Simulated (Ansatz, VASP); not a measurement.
Two plane-wave programs on Sc

```xyz
1
Lattice="-1.8837 1.8837 2.3805 1.8837 -1.8837 2.3805 1.8743 1.8743 -2.3805" Properties=species:S:1:pos:R:3 pbc="T T T"
Sc    0.0000    0.0000    0.0000
```

Alike in both runs: task single point; functional r2SCAN; k mesh 13 × 13 × 13; occupations fermi-dirac, width 0.1 eV; no spin polarisation.

|  | VASP | Ansatz |
| --- | --- | --- |
| version | VASP 6.6.1 | Ansatz 0.2.0 |
| potentials or method | VASP PAW PBE potentials, release 64 (Sc_sv), cutoff 520 eV | plane waves, PAW |
| valence electrons in the cell | 11 | 11 |

```csv
,VASP,Ansatz,Ansatz less VASP
pressure (GPa),-9.6,-9.7,-0.07
"traceless stress, the component that is largest in VASP (GPa)",0.60,0.60,0.000
```

VASP's potentials were made for PBE, not for r2SCAN. With one functional, cell and mesh, what is left measures potentials, basis and numerics.
